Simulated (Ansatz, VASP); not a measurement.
One calculation of KF, two programs

```
K F
1.0
     4.48500    0.00000    0.00000
    -2.24250    3.88413    0.00000
     0.00000    0.00000    5.27130
K F
2 2
Cartesian
  0.0000 2.5894 -0.3295
  2.2425 1.2947 2.3062
  0.0000 2.5894 2.3062
  2.2425 1.2947 4.9418
```

Alike in both runs: task single point; functional PBE; k mesh 6 × 6 × 6; no spin polarisation.

|  | VASP | Ansatz |
| --- | --- | --- |
| version | VASP 6.6.1 | Ansatz 0.2.0 |
| potentials or method | VASP PAW PBE potentials, release 64 (K_sv, F) | plane waves, PAW |
| plane-wave cutoff (eV) | 520 | 420 |
| occupations | gaussian, width 0.01 eV | fixed |
| valence electrons in the cell | 32 | 32 |

Ansatz gave:

* gap on the k mesh at the Fermi level (eV): 5.38
* pressure (GPa): 1.2
* traceless stress, the component that is largest in VASP (GPa): 0.29

Problem. Which values does VASP return?

Solution. gap on the k mesh at the Fermi level (eV): 5.37; pressure (GPa): 1.3; traceless stress, the component that is largest in VASP (GPa): 0.31.
